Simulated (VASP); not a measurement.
A run of VASP 6.6.1:

The input INCAR:

```
PREC = Accurate
ENCUT = 520
EDIFF = 1E-6
ISMEAR = 0
SIGMA = 0.05
LREAL = False
LASPH = True
NELM = 80
ALGO = Normal
ISIF = 2
LWAVE = False
LCHARG = False
GGA = CA
NBANDS = 13
```

KPOINTS

```
regular mesh
0
Gamma
  9 9 9
```

File POSCAR:

```
O
1.0
    1.6969892208      0.9797571834      3.7811104103
   -1.6969892208      0.9797571834      3.7811104103
    0.0000000000     -1.9595143668      3.7811104103
O
2
Direct
    0.0546147200      0.0546147200      0.0546147200
    0.9453852800      0.9453852800      0.9453852800
```

Potentials or basis: VASP PAW LDA potentials, release 64 (O).

The run is started by

```sh
$ cat potpaw_LDA.64/O/POTCAR > POTCAR
$ mpirun -np 1 vasp_std > vasp.out
```

Hardware: 1 thread of Intel(R) Xeon(R) 6975P-C (Granite Rapids), on a shared host.

Q: How long does it take, and how much memory?

A: It took 11 s on 1 thread of Intel(R) Xeon(R) 6975P-C (Granite Rapids), with other jobs on the host, peak memory 0.15 GiB. Counts: scf iterations 12, k points 85.
